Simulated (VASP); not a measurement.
Here is a VASP 6.6.1 calculation.

The input INCAR:

```
ALGO = Normal ; EDIFF = 1E-6
ENCUT = 520 ; GGA = PE
ISIF = 2 ; ISMEAR = 0
LASPH = T ; LCHARG = T
LELF = T ; LREAL = F
LVHAR = T ; LWAVE = F
NBANDS = 15 ; NELM = 60
PREC = Accurate ; SIGMA = 0.15
```

The input KPOINTS:

```
k-points
0
Gamma
  18 18 18
```

Contents of POSCAR:

```
ZrC
1.0
    0.0000000000      2.3502100000      2.3502100000
    2.3502100000      0.0000000000      2.3502100000
    2.3502100000      2.3502100000      0.0000000000
Zr C
1 1
Direct
    0.5000000000      0.5000000000      0.5000000000
    0.0026593368      0.0026593368     -0.0026593368
```

Potentials or basis: VASP PAW PBE potentials, release 64 (Zr_sv, C).

Run with:

```sh
$ cat potpaw_PBE.64/Zr_sv/POTCAR potpaw_PBE.64/C/POTCAR > POTCAR
$ mpirun -np 1 vasp_std > vasp.out
```

Estimate the band gap on the k mesh.

zero (bands 8 and 9 overlap by 1.29 eV).

Predict the pressure.

1.5 GPa.

What does it give for the largest force?

0.088 eV/Å.

Forces in eV/Å, atoms in the order of the input:
```
Zr   0.000  0.000  0.088
C    0.000  0.000 -0.088
```

Caveat: the cell differs from its parent crystal (all C atoms moved +0.013 Å, as atom 2 along Cartesian [0 0 1]).
